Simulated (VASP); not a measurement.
# SiO2 (P4_2/mnm) in VASP: a series of runs, part 2 of 2

VASP 6.6.1. The steps go on from the part before.

**3. Single point, PBEsol (zz strain of -2 %)**

INCAR reads:

```
PREC = Accurate
ENCUT = 520
EDIFF = 1E-6
ISMEAR = -1
SIGMA = 0.03
LREAL = F
LASPH = T
NELM = 60
ALGO = Normal
ISIF = 2
LWAVE = F
LCHARG = F
GGA = PS
NBANDS = 25
```

KPOINTS reads:

```
regular mesh
0
Gamma
  6 6 9
```

POSCAR reads:

```
SiO2
1.0
    4.1801000000      0.0000000000      0.0000000000
    0.0000000000      4.1801000000      0.0000000000
    0.0000000000      0.0000000000      2.6144440000
Si O
2 4
Direct
    0.0000000000      0.0000000000      0.0000000000
    0.5000000000      0.5000000000      0.5000000000
    0.3067000000      0.3067000000      0.0000000000
    0.1933000000      0.8067000000      0.5000000000
    0.6933000000      0.6933000000      0.0000000000
    0.8067000000      0.1933000000      0.5000000000
```

Potentials or basis: VASP PAW PBE potentials, release 64 (Si, O).

Run with:

```console
> cat potpaw_PBE.64/Si/POTCAR potpaw_PBE.64/O/POTCAR > POTCAR
> mpirun -np 1 vasp_std > vasp.out
```

It took 20 s on 1 thread of Intel Xeon Platinum 8559C (Emerald Rapids), shared host; peak memory 0.17 GiB.

Results (log left out):

| Property | Result |
| --- | --- |
| Free energy | -48.8921 eV |
| Pressure | 12.9 GPa |
| Largest force | 0.296 eV/Å |
| Band gap on the k mesh | 6.02 eV, direct |

Forces on the atoms (eV/Å):
```
Si   0.000  0.000  0.000
Si   0.000  0.000  0.000
O   -0.209 -0.209  0.000
O    0.209 -0.209  0.000
O    0.209  0.209  0.000
O   -0.209  0.209  0.000
```

Stress tensor (GPa, compression positive):
```
 8.42  0.00  0.00
 0.00  8.42  0.00
 0.00  0.00 21.95
```

Levels at points of the mesh, in eV from the valence-band top:
```csv
k point,band 12,band 13,band 14,band 15,band 16,band 17,band 18,band 19,band 20,band 21
"(0.00, 0.00, 0.00)",-3.11,-2.48,-0.91,-0.91,0.00,6.02,6.91,8.83,8.83,10.96
"(0.50, 0.00, 0.00)",-4.01,-2.67,-2.67,-1.13,-1.13,8.11,8.11,9.35,9.35,10.85
"(0.50, 0.50, 0.00)",-3.23,-2.66,-2.66,-2.43,-2.43,7.75,7.75,10.33,10.33,12.97
```

Caveat: the cell differs from its parent crystal (zz strain of -2 %); the PAW data sets were made with another functional, which shifts forces and pressure a little.

**4. Single point, PBEsol (zz strain of +1 %)**

INCAR reads:

```
PREC = Accurate ; ENCUT = 520
EDIFF = 1E-7 ; ISMEAR = -1
SIGMA = 0.03 ; LREAL = F
LASPH = T ; NELM = 100
ALGO = Normal ; ISIF = 2
LWAVE = F ; LCHARG = F
GGA = PS ; NBANDS = 25
```

KPOINTS is that of step 3.

Edit POSCAR of step 3 so:

```diff
@@ -4,3 +4,3 @@
     0.0000000000      4.1801000000      0.0000000000
-    0.0000000000      0.0000000000      2.6144440000
+    0.0000000000      0.0000000000      2.6944780000
 Si O
```

Potentials or basis: VASP PAW PBE potentials, release 64 (Si, O).

Run with:

```console
> cat potpaw_PBE.64/Si/POTCAR potpaw_PBE.64/O/POTCAR > POTCAR
> mpirun -np 1 vasp_std > vasp.out
```

OUTCAR:

```text
PREC = Accurate
   ENCUT = 520
   EDIFF = 1E-7
   ISMEAR = -1
   LREAL = F
   LASPH = T
   NELM = 100
   ISIF = 2
   GGA = PS

 ion  position               nearest neighbor table
   1  0.000  0.000  0.000-   4 1.77   6 1.77   4 1.77   6 1.77   5 1.81   3 1.81
   2  0.500  0.500  0.500-   3 1.77   5 1.77   3 1.77   5 1.77   4 1.81   6 1.81
   3  0.307  0.307  0.000-   2 1.77   2 1.77   1 1.81
   4  0.193  0.807  0.500-   1 1.77   1 1.77   2 1.81
   5  0.693  0.693  0.000-   2 1.77   2 1.77   1 1.81
   6  0.807  0.193  0.500-   1 1.77   1 1.77   2 1.81
[... 881 lines left out ...]
  -------------------------------------------------------------------------------------
  Total        0.6325592      0.6325592     -0.4732476      0.0000000      0.0000000      0.0000000
  in kB       21.5260220     21.5260220    -16.1046397      0.0000000      0.0000000      0.0000000
  external PRESSURE =       8.9824681 kB  Pullay stress =       0.0000000 kB

 VOLUME and BASIS-vectors are now :
 -----------------------------------------------------------------------------
  energy-cutoff  :      520.00
  volume of cell :       47.08
      direct lattice vectors                 reciprocal lattice vectors
     4.180100000  0.000000000  0.000000000     0.239228727  0.000000000  0.000000000
     0.000000000  4.180100000  0.000000000     0.000000000  0.239228727  0.000000000
     0.000000000  0.000000000  2.694478000     0.000000000  0.000000000  0.371129399

 POSITION                                       TOTAL-FORCE (eV/Angst)
 -----------------------------------------------------------------------------------
      0.00000      0.00000      0.00000         0.000000     -0.000000     -0.000000
      2.09005      2.09005      1.34724         0.000000     -0.000000     -0.000000
      1.28204      1.28204      0.00000        -0.153824     -0.153824      0.000000
      0.80801      3.37209      1.34724         0.153824     -0.153824     -0.000000
      2.89806      2.89806      0.00000         0.153824      0.153824     -0.000000
      3.37209      0.80801      1.34724        -0.153824      0.153824     -0.000000
 -----------------------------------------------------------------------------------
    total drift:                                0.000000      0.000000      0.000000

  FREE ENERGIE OF THE ION-ELECTRON SYSTEM (eV)
  ---------------------------------------------------
  free  energy   TOTEN  =       -48.9805014701 eV

  energy  without entropy=      -48.9805014701  energy(sigma->0) =      -48.98050147
```

OSZICAR:

```text
N       E                     dE             d eps       ncg     rms          rms(c)
DAV:   1     0.131147484404E+03    0.13115E+03   -0.17677E+04  2516   0.123E+03
DAV:   2    -0.464706220612E+02   -0.17762E+03   -0.17054E+03  3147   0.276E+02
DAV:   3    -0.531442229815E+02   -0.66736E+01   -0.66456E+01  3337   0.512E+01
DAV:   4    -0.531869477516E+02   -0.42725E-01   -0.42712E-01  2940   0.474E+00
DAV:   5    -0.531872924972E+02   -0.34475E-03   -0.34467E-03  3368   0.400E-01    0.169E+01
DAV:   6    -0.490025343148E+02    0.41848E+01   -0.11570E+01  3129   0.227E+01    0.806E+00
DAV:   7    -0.489898891734E+02    0.12645E-01   -0.62967E-01  3075   0.460E+00    0.295E+00
DAV:   8    -0.489804732381E+02    0.94159E-02   -0.23570E-02  3189   0.132E+00    0.996E-01
DAV:   9    -0.489804172461E+02    0.55992E-04   -0.53964E-03  3228   0.614E-01    0.251E-01
DAV:  10    -0.489805106745E+02   -0.93428E-04   -0.28245E-04  3142   0.123E-01    0.428E-02
DAV:  11    -0.489805013895E+02    0.92849E-05   -0.42881E-05  3265   0.471E-02    0.992E-03
DAV:  12    -0.489805013838E+02    0.57889E-08   -0.30398E-06  3106   0.127E-02    0.241E-03
DAV:  13    -0.489805014701E+02   -0.86365E-07   -0.22350E-07  2858   0.337E-03
   1 F= -.48980501E+02 E0= -.48980501E+02  d E =-.189542E-10
```

stdout:

```text
POSCAR found type information on POSCAR SiO
 POSCAR found :  2 types and       6 ions
 scaLAPACK will be used
 -----------------------------------------------------------------------------
|                                                                             |
|                                                                             |
|     You enforced a specific xc type in the INCAR file but a different       |
|     I HOPE YOU KNOW WHAT YOU ARE DOING!                                     |
|                                                                             |
 -----------------------------------------------------------------------------

 LDA part: xc-table for (Slater+PW92), standard interpolation
 POSCAR, INCAR and KPOINTS ok, starting setup
 FFT: planning ... GRIDC
 FFT: planning ... GRID_SOFT
 FFT: planning ... GRID
 WAVECAR not read
 entering main loop
```

It took 25 s on 1 thread of Intel Xeon Platinum 8559C (Emerald Rapids), shared host; peak memory 0.17 GiB.

Results:

```yaml
Free_energy: -48.9805 eV
Pressure: 0.9 GPa
Largest_force: 0.218 eV/Å
Band_gap_on_the_k_mesh: 5.36 eV, direct
```

Forces in eV/Å, atoms in the order of the input:
```
Si   0.000  0.000  0.000
Si   0.000  0.000  0.000
O   -0.154 -0.154  0.000
O    0.154 -0.154  0.000
O    0.154  0.154  0.000
O   -0.154  0.154  0.000
```

Levels at points of the mesh, in eV from the valence-band top:
```csv
k point,band 12,band 13,band 14,band 15,band 16,band 17,band 18,band 19,band 20,band 21
"(0.00, 0.00, 0.00)",-3.19,-2.59,-0.86,-0.86,0.00,5.36,6.32,8.14,8.14,10.91
"(0.50, 0.00, 0.00)",-3.86,-2.74,-2.74,-1.07,-1.07,7.44,7.44,8.71,8.71,10.92
"(0.50, 0.50, 0.00)",-3.32,-2.67,-2.67,-2.24,-2.24,7.10,7.10,9.71,9.71,13.02
```

Caveat: the cell differs from its parent crystal (zz strain of +1 %); the PAW data sets were made with another functional, which shifts forces and pressure a little. A k mesh can miss the band edges.

**5. Single point, PBEsol (zz strain of +3 %)**

INCAR reads:

```
SYSTEM = SiO2
PREC = Accurate
ENCUT = 520
EDIFF = 1E-7
ISMEAR = -1
SIGMA = 0.03
LREAL = .False.
LASPH = .True.
NELM = 60
ALGO = Normal
ISIF = 2
LWAVE = .False.
LCHARG = .False.
GGA = PS
NBANDS = 25
```

KPOINTS reads:

```
Automatic mesh
0
Gamma
  6 6 9
  0 0 0
```

Edit POSCAR of step 4 so:

```diff
@@ -4,3 +4,3 @@
     0.0000000000      4.1801000000      0.0000000000
-    0.0000000000      0.0000000000      2.6944780000
+    0.0000000000      0.0000000000      2.7478340000
 Si O
```

Run with:

```console
> cat potpaw_PBE.64/Si/POTCAR potpaw_PBE.64/O/POTCAR > POTCAR
> mpirun -np 1 vasp_std > vasp.out
```

Wall time 23 s (1 thread of Intel Xeon Platinum 8559C (Emerald Rapids), shared host); peak memory 0.17 GiB.

Results (log left out):

- Free energy: -48.9339 eV
- Pressure: -5.9 GPa
- Largest force: 0.209 eV/Å
- Band gap on the k mesh: 4.94 eV, direct

Forces on the atoms (eV/Å):
```
Si   0.000  0.000  0.000
Si   0.000  0.000  0.000
O   -0.148 -0.148  0.000
O    0.148 -0.148  0.000
O    0.148  0.148  0.000
O   -0.148  0.148  0.000
```

Stress tensor (GPa, compression positive):
```
 -1.53   0.00   0.00
  0.00  -1.53   0.00
  0.00   0.00 -14.75
```

Levels at points of the mesh, in eV from the valence-band top:
```
           k point  band 12  band 13  band 14  band 15  band 16  band 17  band 18  band 19  band 20  band 21
(0.00, 0.00, 0.00)    -3.21    -2.64    -0.83    -0.83     0.00     4.94     5.96     7.72     7.72    10.85
(0.50, 0.00, 0.00)    -3.76    -2.76    -2.76    -1.03    -1.03     7.03     7.03     8.32     8.32    10.99
(0.50, 0.50, 0.00)    -3.36    -2.68    -2.68    -2.11    -2.11     6.70     6.70     9.33     9.33    13.04
```

Caveat: the cell differs from its parent crystal (zz strain of +3 %); the PAW data sets were made with another functional, which shifts forces and pressure a little.

**6. Overview**

| cell | gap on the mesh (eV) | pressure (GPa) | largest force (eV/Å) |
| --- | --- | --- | --- |
| a = 4.180, b = 4.180, c = 2.721 Å, 6 atoms | 5.15 | -2.6 | 0.21 |
| a = 4.180, b = 4.180, c = 2.614 Å, 6 atoms | 6.02 | 12.9 | 0.30 |
| a = 4.180, b = 4.180, c = 2.694 Å, 6 atoms | 5.36 | 0.9 | 0.22 |
| a = 4.180, b = 4.180, c = 2.748 Å, 6 atoms | 4.94 | -5.9 | 0.21 |

Alike in all rows: task single point; level PBEsol; potentials or basis VASP PAW PBE potentials, release 64 (Si, O); no spin polarisation; k mesh 6 × 6 × 9; cutoff (eV) 520; smearing fermi-dirac 0.03 eV.

Caveats: the PAW data sets were made with another functional, which shifts forces and pressure a little.

Total energies depend on the potentials used, so only differences within one code and one set of settings carry meaning.
